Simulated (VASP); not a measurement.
Here is a VASP 6.6.1 calculation.

Contents of INCAR:

```
PREC = Accurate
ENCUT = 520
EDIFF = 1E-6
ISMEAR = 0
SIGMA = 0.1
LREAL = F
LASPH = T
NELM = 100
ALGO = Normal
ISIF = 2
LWAVE = F
LCHARG = F
GGA = PE
NBANDS = 34
```

Contents of KPOINTS:

```
Automatic mesh
0
Gamma
  6 6 8
```

POSCAR

```
InTe2
1.0
    6.1708263898      0.0000000000      0.0000000000
    0.0000000000      7.5511431724      0.0000000000
    0.0000000000      0.0000000000      4.7063751814
In Te
2 4
Direct
    0.0000000000      0.0000000000      0.0000000000
    0.5000000000      0.5000000000      0.5000000000
    0.1804507197      0.3895158269      0.0000000000
    0.8195492803      0.6104841731      0.0000000000
    0.6804507197      0.1104841731      0.5000000000
    0.3195492803      0.8895158269      0.5000000000
```

Potentials or basis: VASP PAW PBE potentials, release 64 (In_d, Te).

Command:

```bash
$ cat potpaw_PBE.64/In_d/POTCAR potpaw_PBE.64/Te/POTCAR > POTCAR
$ mpirun -np 1 vasp_std > vasp.out
```

Q: Predict the largest force.

A: 0.007 eV/Å.

Q: Predict the band gap on the k mesh.

A: Zero (bands 25 and 26 overlap by 1.67 eV).

Q: Predict the pressure.

A: 0.0 GPa.

Forces on the atoms (eV/Å):
```
In   0.000  0.000  0.000
In   0.000  0.000  0.000
Te   0.006 -0.004  0.000
Te  -0.006  0.004  0.000
Te   0.006  0.004  0.000
Te  -0.006 -0.004  0.000
```

Caveat: spin-orbit coupling is left out, which moves the levels of the heavy elements.
